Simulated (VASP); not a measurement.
# C (P-1) in VASP: single point with LDA

Aim: the single point of C with LDA.

All numbers are computed with VASP 6.6.1; they aren't measurements. Logs are shortened: lines on timing, memory, paths and dates and some standing lists are left out, and cuts for length are marked.

## (1) The cell of the first run

The typed cell holds 10 atoms: a = 2.445 Å, b = 3.616 Å, c = 10.499 Å, α = 98.50°, β = 83.32°, γ = 109.74°.

## (2) Single point, LDA (the part above a cut slid along it)

The input, INCAR:

```
PREC = Accurate
ENCUT = 600
EDIFF = 1E-6
ISMEAR = 0
SIGMA = 0.05
LREAL = F
LASPH = T
NELM = 120
ALGO = Normal
ISIF = 2
LWAVE = F
LCHARG = F
NBANDS = 31
GGA_COMPAT = F
```

The input, KPOINTS:

```
Automatic mesh
0
Gamma
  11 8 3
```

The input, POSCAR:

```
C
1.0
   -2.1172982845     -1.2224340470      0.0115975242
    1.3916690920      0.0000000000     -3.3373019260
    3.9015766192     -9.1682553526      3.3083081156
C
10
Direct
    0.7999254856      0.1665268191      0.0666766019
    0.2999254856      0.3665268191      0.2666766019
   -0.2000745144      0.5665268191      0.4666766019
    0.2999254856      0.7665268191      0.6666766019
   -0.2000745144      0.9665268191      0.8666766019
    0.3000745143      0.0334731809      0.9333233981
    0.3000745143      0.2334731809      0.1333233981
    0.8000745143      0.4334731809      0.3333233981
    0.3000745143      0.6334731809      0.5333233981
   -0.1999254857      0.8334731809      0.7333233981
```

Potentials or basis: VASP PAW LDA potentials, release 64 (C).

On the command line:

```bash
$ cat potpaw_LDA.64/C/POTCAR > POTCAR
$ mpirun -np 1 vasp_std > vasp.out
```

OUTCAR:

```text
PREC = Accurate
   ENCUT = 600
   EDIFF = 1E-6
   ISMEAR = 0
   LREAL = F
   LASPH = T
   NELM = 120
   ISIF = 2

 ion  position               nearest neighbor table
   1  0.800  0.167  0.067-   7 1.41   7 1.41   6 1.87   6 1.87
   2  0.300  0.367  0.267-   7 1.41   8 1.41   8 1.41
   3  0.800  0.567  0.467-   8 1.41   9 1.41   9 1.41
   4  0.300  0.767  0.667-   9 1.41  10 1.41  10 1.41
   5  0.800  0.967  0.867-  10 1.41   6 1.41   6 1.41
   6  0.300  0.033  0.933-   5 1.41   5 1.41   1 1.87   1 1.87
   7  0.300  0.233  0.133-   2 1.41   1 1.41   1 1.41
   8  0.800  0.433  0.333-   3 1.41   2 1.41   2 1.41
   9  0.300  0.633  0.533-   4 1.41   3 1.41   3 1.41
  10  0.800  0.833  0.733-   5 1.41   4 1.41   4 1.41

  LATTYP: Found a triclinic cell.
 ALAT       =     2.4448786324
 B/A-ratio  =     2.0460042037
 C/A-ratio  =     4.2943261521
 COS(alpha) =     0.0069773062
 COS(beta)  =     0.1165714522
 COS(gamma) =     0.7328556380

  Lattice vectors:

 A1 = (  -2.1172982845,  -1.2224340470,   0.0115975242)
 A2 = (  -3.5089673765,  -1.2224340470,   3.3488994502)
 A3 = (  -6.0188749037,   7.9458213056,  -3.2967105914)

Analysis of symmetry for initial positions (statically):
=====================================================================
 Subroutine PRICEL returns:
 Original cell was already a primitive cell.

 Routine SETGRP: Setting up the symmetry group for a
 triclinic supercell.

 Subroutine GETGRP returns: Found  2 space group operations
 (whereof  1 operations were pure point group operations)
 out of a pool of  2 trial point group operations.

The static configuration has the point symmetry C_1 .
 The point group associated with its full space group is S_2 .

Analysis of symmetry for dynamics (positions and initial velocities):
=====================================================================
 Subroutine PRICEL returns:
 Original cell was already a primitive cell.

 Routine SETGRP: Setting up the symmetry group for a
 triclinic supercell.

 Subroutine GETGRP returns: Found  2 space group operations
 (whereof  1 operations were pure point group operations)
 out of a pool of  2 trial point group operations.

The dynamic configuration has the point symmetry C_1 .
 The point group associated with its full space group is S_2 .

 Subroutine INISYM returns: Found  2 space group operations
 (whereof  1 operations are pure point group operations),
 and found     1 'primitive' translations

----------------------------------------------------------------------------------------

                                     Primitive cell

  volume of cell :      86.1807

  direct lattice vectors                    reciprocal lattice vectors
    -2.117298284 -1.222434047  0.011597524    -0.355035961 -0.204510011 -0.148051505
     1.391669092  0.000000000 -3.337301926     0.045693071 -0.081804004 -0.280589046
     3.901576619 -9.168255353  3.308308116     0.047338128 -0.081804004  0.019740201

  length of vectors
     2.444878632  3.615843886 10.498767019     0.435653677  0.295820832  0.096552934

  position of ions in fractional coordinates (direct lattice)
     0.799925486  0.166526819  0.066676602
     0.299925486  0.366526819  0.266676602
     0.799925486  0.566526819  0.466676602
     0.299925486  0.766526819  0.666676602
     0.799925486  0.966526819  0.866676602
     0.300074514  0.033473181  0.933323398
     0.300074514  0.233473181  0.133323398
     0.800074514  0.433473181  0.333323398
     0.300074514  0.633473181  0.533323398
     0.800074514  0.833473181  0.733323398

  ion indices of the primitive-cell ions
   primitive index   ion index
                 1           1
                 2           2
                 3           3
                 4           4
                 5           5
                 6           6
                 7           7
                 8           8
                 9           9
                10          10

----------------------------------------------------------------------------------------

 KPOINTS: Automatic mesh

Automatic generation of k-mesh.
 Grid dimensions read from file:
 generate k-points for:   11    8    3

 Generating k-lattice:

  Cartesian coordinates                     Fractional coordinates (reciprocal lattice)
    -0.032275996 -0.018591819 -0.013459228     0.090909091 -0.000000000 -0.000000000
     0.005711634 -0.010225501 -0.035073631     0.000000000  0.125000000  0.000000000
     0.015779376 -0.027268001  0.006580067     0.000000000  0.000000000  0.333333333

  Length of vectors
     0.039604880  0.036977604  0.032184311

  Shift w.r.t. Gamma in fractional coordinates (k-lattice)
     0.000000000  0.000000000  0.000000000

 Subroutine IBZKPT returns following result:
 ===========================================

 Found    133 irreducible k-points:

 Following reciprocal coordinates:
            Coordinates               Weight
  0.000000  0.000000  0.000000      1.000000
  0.090909 -0.000000  0.000000      2.000000
  0.181818 -0.000000  0.000000      2.000000
  0.272727 -0.000000  0.000000      2.000000
  0.363636 -0.000000  0.000000      2.000000
  0.454545  0.000000  0.000000      2.000000
[... 16 lines left out ...]
  0.454545  0.250000 -0.000000      2.000000
 -0.454545  0.250000 -0.000000      2.000000
 [... further k-points ...]
   k-points           NKPTS =    133   k-points in BZ     NKDIM =    133   number of bands    NBANDS=     31
   number of dos      NEDOS =    301   number of ions     NIONS =     10
   total plane-waves  NPLWV =  50400
   dimension x,y,z NGX =    20 NGY =   30 NGZ =   84
   dimension x,y,z NGXF=    40 NGYF=   60 NGZF=  168
   ions per type =              10
   NGX,Y,Z   is equivalent  to a cutoff of  13.60, 13.79, 13.30 a.u.
   NGXF,Y,Z  is equivalent  to a cutoff of  27.20, 27.59, 26.60 a.u.
 SYSTEM =  unknown system
   PREC   = accura    normal or accurate (medium, high low for compatibility)
   ISTART =      0    job   : 0-new  1-cont  2-samecut
   ICHARG =      2    charge: 1-file 2-atom 10-const
   ISPIN  =      1    spin polarized calculation?
   LNONCOLLINEAR =      F non collinear calculations
   LSORBIT =      F    spin-orbit coupling
   LASPH  =      T    aspherical Exc in radial PAW
   ENCUT  =  600.0 eV  44.10 Ry    6.64 a.u.   4.88  7.22 20.97*2*pi/ulx,y,z
   NELM   =    120;   NELMIN=  2; NELMDL= -5     # of ELM steps
   EDIFF  = 0.1E-05   stopping-criterion for ELM
   LREAL  =      F    real-space projection
   EDIFFG = 0.1E-04   stopping-criterion for IOM
   NSW    =      0    number of steps for IOM
   IBRION =     -1    ionic relax: 0-MD 1-quasi-New 2-CG
   NFREE  =      0    steps in history (QN), initial steepest desc. (CG)
   ISIF   =      2    stress and relaxation
   ISYM   =      2    0-nonsym 1-usesym 2-fastsym
   POTIM  = 0.5000    time-step for ionic-motion
   TEBEG  =    0.0;   TEEND  =   0.0 temperature during run
   PSTRESS=    0.0 pullay stress
   NELECT =      40.0000    total number of electrons
   NUPDOWN=      -1.0000    fix difference up-down
   EMIN   =  10.00;   EMAX   =-10.00  energy-range for DOS
   EFERMI =   0.00;   METHOD = LEGACY
   ISMEAR =     0;   SIGMA  =   0.05  broadening in eV -4-tet -1-fermi 0-gaus
   EFERMI_NEDOS =   21; number of points for ismear=-14 and -15
   IALGO  =     38    algorithm
   IMIX   =      4    mixing-type and parameters
     AMIX     =   0.40;   BMIX     =  1.00
     AMIX_MAG =   1.60;   BMIX_MAG =  1.00
  volume/ion in A,a.u.               =       8.62        58.16
  Fermi-wavevector in a.u.,A,eV,Ry     =   1.267530  2.395284 21.859556  1.606632
  Thomas-Fermi vector in A             =   2.400673
   LORBIT       =      0    0 simple, 1 ext, 2 COOP (PROOUT), +10 PAW based schemes
   GGA     = CA    functional components
   LHFCALC =     F    Hartree Fock is set to
   AEXX    =    0.0000 exact exchange contribution
   IVDW    =     0    specifies the selected vdW correction
   LEPSILON=     F    determine dielectric tensor
   LRPA    =     F    only Hartree local field effects (RPA)
 non-spin polarized calculation
 Gauss-broadening in eV      SIGMA  =   0.05
  energy-cutoff  :      600.00
  volume of cell :       86.18
 maximum number of plane-waves:      2900
   NGX =  9   NGY = 15   NGZ = 41

 number of electron      40.0000006 magnetization

 Free energy of the ion-electron system (eV)
  ---------------------------------------------------
  ext. energy  EPLUGINS =         0.00000000
  ---------------------------------------------------
  free energy    TOTEN  =       -94.87423906 eV

  energy without entropy =      -94.86944515  energy(sigma->0) =      -94.87184211

 E-fermi :   4.3902     XC(G=0): -10.8867

 val. band max:        4.3889954666   @ k =   0.4545   0.5000   0.0000
 cond. band min:       4.3903280150   @ k =  -0.4545   0.1250   0.3333
 fundamental gap:      0.0013325483
 Fermi energy:         4.3901930522

 k-point     1 :       0.0000    0.0000    0.0000
  band No.  band energies     occupation
      1     -14.8478      2.00000
      2     -13.8716      2.00000
      3     -13.8632      2.00000
      4     -11.0882      2.00000
      5     -10.9371      2.00000
      6      -6.5429      2.00000
[... 23 lines left out ...]
     30      13.1657      0.00000
     31      13.3442      0.00000

 k-point     2 :       0.0909   -0.0000    0.0000
  band No.  band energies     occupation
      1     -14.6924      2.00000
      2     -13.7320      2.00000
      3     -13.6972      2.00000
      4     -10.9520      2.00000
      5     -10.7910      2.00000
      6      -6.4409      2.00000
[... 740 lines left out ...]
 k-point    24 :      -0.4545    0.2500   -0.0000
  band No.  band energies     occupation
      1     -11.1545      2.00000
      2     -10.6917      2.00000
      3      -9.8765      2.00000
      4      -9.4510      2.00000
      5      -8.7982      2.00000
      6      -8.2706      2.00000
[... 23 lines left out ...]
     30      14.1253      0.00000
     31      15.0308      0.00000

 [... further k-points ...]

------------------------ aborting loop because EDIFF is reached ----------------------------------------

  FORCE on cell =-STRESS in cart. coord.  units (eV):
  Direction    XX          YY          ZZ          XY          YZ          ZX
  --------------------------------------------------------------------------------------
  -------------------------------------------------------------------------------------
  Total       -1.1461097      9.7234123     -0.6376474     -9.2581551      0.2966104     -0.1561199
  in kB      -21.3072262    180.7671164    -11.8544472   -172.1175601      5.5142575     -2.9024118
  external PRESSURE =      49.2018143 kB  Pullay stress =       0.0000000 kB

 VOLUME and BASIS-vectors are now :
 -----------------------------------------------------------------------------
  energy-cutoff  :      600.00
  volume of cell :       86.18
      direct lattice vectors                 reciprocal lattice vectors
    -2.117298284 -1.222434047  0.011597524    -0.355035961 -0.204510011 -0.148051505
     1.391669092  0.000000000 -3.337301926     0.045693071 -0.081804004 -0.280589046
     3.901576619 -9.168255353  3.308308116     0.047338128 -0.081804004  0.019740201

 POSITION                                       TOTAL-FORCE (eV/Angst)
 -----------------------------------------------------------------------------------
     -1.20179     -1.58916     -0.32589         1.406511     -2.436585     -0.093977
      0.91551     -2.81160     -0.33748         0.448782     -0.757098     -0.034307
      0.91551     -5.25647     -0.33748         0.099678     -0.150675     -0.001668
      3.03281     -6.47890     -0.34908         0.103546     -0.157948     -0.007217
      3.03281     -8.92377     -0.34908        -0.905862      1.584626      0.036791
      3.05267     -8.92377      2.97949        -1.406511      2.436585      0.093977
      0.20974     -1.58916     -0.33462         0.905862     -1.584626     -0.036791
      0.20974     -4.03403     -0.33462        -0.103546      0.157948      0.007217
      2.32704     -5.25647     -0.34621        -0.099678      0.150675      0.001668
      2.32704     -7.70133     -0.34621        -0.448782      0.757098      0.034307
 -----------------------------------------------------------------------------------
    total drift:                                0.000000      0.000000     -0.000000

  FREE ENERGIE OF THE ION-ELECTRON SYSTEM (eV)
  ---------------------------------------------------
  free  energy   TOTEN  =       -94.8742390648 eV

  energy  without entropy=      -94.8694451526  energy(sigma->0) =      -94.87184211
```

It took 7.6 min on 1 thread of Oxide Virtual Turin-like, shared host; peak memory 0.34 GiB.

Results:

- Free energy: -94.8742 eV
- Pressure: 4.9 GPa
- Largest force: 2.815 eV/Å
- Band gap on the k mesh: zero (bands 20 and 21 overlap by 0.38 eV)

Forces on the atoms (eV/Å):
```
C    1.407 -2.437 -0.094
C    0.449 -0.757 -0.034
C    0.100 -0.151 -0.002
C    0.104 -0.158 -0.007
C   -0.906  1.585  0.037
C   -1.407  2.437  0.094
C    0.906 -1.585 -0.037
C   -0.104  0.158  0.007
C   -0.100  0.151  0.002
C   -0.449  0.757  0.034
```

Stress tensor (GPa, compression positive):
```
 -2.13 -17.21  -0.29
-17.21  18.08   0.55
 -0.29   0.55  -1.19
```

Caveat: the cell differs from its parent crystal (the part above a cut slid along it); the stress differs along the axes, from -2 to 18 GPa; forces of over 1 eV/Å act on the atoms, so gaps and moduli don't describe the material at rest.
